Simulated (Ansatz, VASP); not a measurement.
## CuI: VASP beside Ansatz

The input INCAR:

```
  PREC = Accurate
  ENCUT = 520
  EDIFF = 1E-6
  ISMEAR = -1
  SIGMA = 0.02
  LREAL = F
  LASPH = T
  NELM = 100
  ALGO = Normal
  ISIF = 2
  LWAVE = F
  LCHARG = F
  GGA = PE
  NBANDS = 26
```

KPOINTS

```
Automatic mesh
0
Gamma
  5 5 6
```

The input POSCAR:

```
CuI
1.0
    3.7455702312     -3.7234156512      0.0000000000
    3.7455702312      3.7234156512      0.0000000000
    0.0000000000      0.0000000000      4.3213067375
Cu I
2 2
Direct
    0.4204388300      0.5795611700      0.7500000000
    0.5795611700      0.4204388300      0.2500000000
    0.7700426800      0.2299573200      0.7500000000
    0.2299573200      0.7700426800      0.2500000000
```

Input for Ansatz:

```yaml
crystal:
  lattice:
    - [3.7455702312, -3.7234156512, 0.0]
    - [3.7455702312, 3.7234156512, 0.0]
    - [0.0, 0.0, 4.3213067375]
  atoms:
    - { symbol: Cu, position: [0.42043883, 0.57956117, 0.75] }
    - { symbol: Cu, position: [0.57956117, 0.42043883, 0.25] }
    - { symbol: I, position: [0.77004268, 0.22995732, 0.75] }
    - { symbol: I, position: [0.22995732, 0.77004268, 0.25] }
kpoints:
  mp_grid: { grid: [5, 5, 6] }
  band_path:
    path:
      - [0.0, 0.0, 0.0]
      - [0.5, 0.5, 0.0]
      - [0.4970513089, 0.5029486911, 0.0]
      - [-0.4970513089, 0.4970513089, 0.0]
      - [0.0, 0.0, 0.0]
      - [0.0, 0.0, 0.5]
      - [-0.4970513089, 0.4970513089, 0.5]
      - [0.4970513089, 0.5029486911, 0.5]
      - [0.5, 0.5, 0.5]
    npoints: 5
scf:
  occupations: { method: fermi_dirac, width: 0.02 }
hamiltonian:
  xc: pbe
  pseudopotentials: { kind: all_electron, lapw: { basis_error: 0.0005 } }
output:
  forces: true
  stress: true
  eigenvalues: true
```

Change from the starting cell: volume scaled by 1.01.

Alike in both runs: task single point; functional PBE; k mesh 5 × 5 × 6; occupations fermi-dirac, width 0.02 eV; no spin polarisation.

|  | VASP | Ansatz |
| --- | --- | --- |
| version | VASP 6.6.1 | Ansatz 0.2.0 |
| potentials or method | VASP PAW PBE potentials, release 64 (Cu, I), cutoff 520 eV | all-electron LAPW, scalar-relativistic |

```tsv
	VASP	Ansatz	Ansatz less VASP
gap on the k mesh at the Fermi level (eV)	1.03	1.01	-0.017
pressure (GPa)	1.0	0.9	-0.11
traceless stress, the component that is largest in VASP (GPa)	-0.17	-0.12	+0.050
rms of the force components (eV/Å)	0.048	0.043	-0.0052
```

Atom by atom the forces differ by 0.005 eV/Å (rms over components). Ansatz ran all-electron here, and VASP with PAW potentials.

Spin-orbit coupling is off throughout.
